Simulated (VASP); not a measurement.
**CoSn: single point with PBEsol**

CoSn:

```xyz
6
Lattice="5.2197 0.0000 0.0000 -2.6099 4.5204 0.0000 0.0000 0.0000 4.1685" Properties=species:S:1:pos:R:3 pbc="T T T"
Co   -1.3049    2.2602    0.0000
Co    1.3049    2.2602    0.0000
Co    2.6099    0.0000    0.0000
Sn    2.6099    1.5068    2.0842
Sn    0.0000    3.0136    2.0842
Sn    0.0000    0.0000    0.0000
```

```json
{
 "Program": "VASP 6.6.1",
 "Task": "single point",
 "Functional": "PBEsol",
 "Potentials or basis": "VASP PAW PBE potentials, release 64 (Co, Sn_d)",
 "Cutoff": "520 eV",
 "k mesh": "12 × 12 × 8",
 "Occupations": "gaussian, width 0.1 eV",
 "Spin": "no spin polarisation",
 "Dipole correction": "no",
 "Further INCAR settings": "ALGO = Fast; EDIFF = 1e-07; NBANDS = 44"
}
```

```yaml
Pressure: -0.1 GPa
```

Stress tensor (GPa, compression positive):
```
-0.05  0.00  0.00
 0.00 -0.05  0.00
 0.00  0.00 -0.15
```

Levels at points of the mesh, in eV from the Fermi level:
```csv
k point,band 32,band 33,band 34,band 35,band 36,band 37
"(0.00, 0.00, 0.00)",-0.43,-0.40,-0.40,0.54,0.69,1.44
"(0.50, 0.00, 0.00)",-0.42,-0.41,0.76,1.06,1.78,1.87
"(0.00, 0.00, 0.50)",-0.50,-0.49,-0.49,-0.39,-0.39,-0.18
"(0.50, 0.00, 0.50)",-0.70,-0.50,-0.43,-0.40,-0.11,0.45
```

It took 7.6 min on 1 thread of Intel(R) Xeon(R) Platinum 8488C (Sapphire Rapids), on a shared host, peak memory 0.45 GiB.

Caveat: the PAW data sets were made with another functional, which shifts forces and pressure a little; spin-orbit coupling is left out, which moves the levels of the heavy elements. Spin polarisation is off, so any magnetic state and its effect on volume and gap are missing.
